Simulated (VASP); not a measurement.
Here is a VASP 6.6.1 calculation.

File INCAR:

```
SYSTEM = AlAs
  PREC = Accurate
  ENCUT = 450
  EDIFF = 1E-7
  ISMEAR = 0
  SIGMA = 0.02
  LREAL = .FALSE.
  LASPH = .TRUE.
  NELM = 120
  ALGO = Normal
  ISIF = 2
  LWAVE = .FALSE.
  LCHARG = .FALSE.
  GGA = PS
  IBRION = 2
  NSW = 60
  EDIFFG = -0.002
  GGA_COMPAT = .FALSE.
  NELMIN = 4
```

KPOINTS

```
Automatic mesh
0
G
  8 8 8
  0 0 0
```

The input POSCAR:

```
AlAs
1.0
    0.0000000000      2.8089260316      2.8655862332
    2.8089260316      0.0000000000      2.8655862332
    2.8089260316      2.8089260316      0.0000000000
Al As
1 1
Direct
    0.0000000000      0.0000000000      0.0000000000
    0.2500000000      0.2500000000      0.2500000000
```

Potentials or basis: VASP PAW PBE potentials, release 64 (Al, As).

The run is started by

```sh
$ cat potpaw_PBE.64/Al/POTCAR potpaw_PBE.64/As/POTCAR > POTCAR
$ mpirun -np 1 vasp_std > vasp.out
```

Question: Predict the band gap on the k mesh.

Answer: 1.25 eV (least direct gap 1.97 eV).

Stress tensor (GPa, compression positive):
```
1.39 0.00 0.00
0.00 1.39 0.00
0.00 0.00 0.28
```

Caveat: the cell differs from its parent crystal (strained cell); the relaxation stopped at its first step, so nothing moved; the PAW data sets were made with another functional, which shifts forces and pressure a little. A k mesh can miss the band edges.
